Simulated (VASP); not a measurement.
Mg, 1 atom in the cell. The structure is cubic, space group Im-3m (No. 229). Conventional cell: a = 3.189 Å, b = 3.189 Å, c = 3.189 Å, α = 90.00°, β = 90.00°, γ = 90.00°. Mg (site symmetry m-3m) has 14 Mg at 2.76 to 3.19 Å within 3.6 Å. This isn't the form of Mg at room conditions, which is hcp.

- Program: VASP 6.6.1
- Task: single point
- Functional: PBE
- Potentials or basis: VASP PAW PBE potentials, release 64 (Mg)
- Cutoff: 600 eV
- k mesh: 17 × 17 × 17
- Occupations: fermi-dirac, width 0.1 eV
- Spin: no spin polarisation
- Dipole correction: no
- Further INCAR settings: ALGO = Normal; EDIFF = 1e-06; NBANDS = 7

Potentials or basis: VASP PAW PBE potentials, release 64 (Mg).

The run is started by

```console
$ cat potpaw_PBE.64/Mg/POTCAR > POTCAR
$ mpirun -np 1 vasp_std > vasp.out
```

Hardware: 1 thread of Intel Xeon 8259CL, on a shared host.

Question: Estimate the wall time of this run.

Answer: It took 26 s on 1 thread of Intel Xeon 8259CL, on a shared host, peak memory 0.15 GiB. Counts: scf iterations 10, k points 165.
